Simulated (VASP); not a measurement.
Write the native input for VASP 6.6.1 that does the following.

| Item | Value |
| --- | --- |
| Task | single point |
| Functional | PBE |
| Potentials or basis | VASP PAW PBE potentials, release 64 (Sn_d, Se) |
| Cutoff | 520 eV |
| k mesh | 12 × 12 × 1 |
| Occupations | gaussian, width 0.02 eV |
| Spin | no spin polarisation |
| Dipole correction | yes |
| Further INCAR settings | ALGO = Normal; EDIFF = 1e-07; NBANDS = 20 |

The structure of SnSe2 lies in POSCAR:

```
SnSe2
1.0
    3.8686269592     -0.0000002930      0.0000000000
   -1.9343132258      3.3503293709      0.0000000000
    0.0000000000      0.0000000000     29.9369999200
Sn Se
1 2
Direct
    0.0000000000      0.0000000000      0.3006313266
    0.6666666667      0.3333333333      0.3539322493
    0.3333333333      0.6666666667      0.2473304039
```

The cell was generated, and may not be a known phase.

These files were run (other wordings do the same):

INCAR

```
  ALGO = Normal
  DIPOL = 0.5 0.5 0.301
  EDIFF = 1E-7
  ENCUT = 520
  GGA = PE
  IDIPOL = 3
  ISIF = 2
  ISMEAR = 0
  LASPH = True
  LCHARG = False
  LDIPOL = True
  LREAL = False
  LWAVE = False
  NBANDS = 20
  NELM = 100
  PREC = Accurate
  SIGMA = 0.02
```

KPOINTS

```
k-points
0
Gamma
  12 12 1
```

Potentials or basis: VASP PAW PBE potentials, release 64 (Sn_d, Se).

Launch:

```bash
$ cat potpaw_PBE.64/Sn_d/POTCAR potpaw_PBE.64/Se/POTCAR > POTCAR
$ mpirun -np 1 vasp_std > vasp.out
```

It gave:

| Item | Value |
| --- | --- |
| Largest force | 0.007 eV/Å |
| Band gap on the k mesh | 0.79 eV (least direct gap 1.10 eV) |

Caveat: semilocal functionals underestimate gaps, and a narrow one can read as zero; spin-orbit coupling is left out, which moves the levels of the heavy elements.

Run time: 7.6 min on 1 thread of Intel Xeon 8259CL, with other jobs on the host, peak memory 0.56 GiB.
